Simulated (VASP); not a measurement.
A run of VASP 6.6.1 is set up as follows.

POSCAR

```
PbF2
1.0
    0.0000000000      2.8807545000      2.9698500000
    2.8807545000      0.0000000000      2.9698500000
    2.8807545000      2.8807545000      0.0000000000
Pb F
1 2
Direct
    0.0000000000      0.0000000000      0.0000000000
    0.2500000000      0.2500000000      0.2500000000
    0.7500000000      0.7500000000      0.7500000000
```

File INCAR.step1:

```
PREC = Accurate ; ENCUT = 520
ISMEAR = 0 ; SIGMA = 0.05
LREAL = False ; LASPH = True
NELM = 60 ; NBANDS = 21
GGA = PE ; ALGO = Normal
EDIFF = 1E-4 ; LWAVE = True
LCHARG = False
```

Contents of INCAR.step2:

```
PREC = Accurate ; ENCUT = 520
EDIFF = 1E-7 ; ISMEAR = 0
SIGMA = 0.05 ; LREAL = False
LASPH = True ; NELM = 60
ALGO = Normal ; ISIF = 2
LWAVE = False ; LCHARG = False
METAGGA = R2SCAN ; LMIXTAU = True
NBANDS = 21 ; ISTART = 1
```

The input KPOINTS:

```
Automatic mesh
0
Gamma
  8 8 8
```

Potentials or basis: VASP PAW PBE potentials, release 64 (Pb_d, F).

Command:

```console
$ cat potpaw_PBE.64/Pb_d/POTCAR potpaw_PBE.64/F/POTCAR > POTCAR
$ cp INCAR.step1 INCAR
$ mpirun -np 1 vasp_std > vasp.out
$ cp INCAR.step2 INCAR
$ mpirun -np 1 vasp_std > vasp.out
```

**Question.** Estimate the pressure.

**Answer.** 4.4 GPa.

**Question.** What does it give for the band gap on the k mesh?

**Answer.** 4.83 eV, indirect (least direct gap 5.01 eV).

Stress tensor (GPa, compression positive):
```
4.94 0.00 0.00
0.00 4.94 0.00
0.00 0.00 3.38
```

Caveat: the cell differs from its parent crystal (strain -0.030 along x and y, +0.000 along z); the PAW data sets were made with another functional, which shifts forces and pressure a little; spin-orbit coupling is left out, which moves the levels of the heavy elements. A k mesh can miss the band edges.
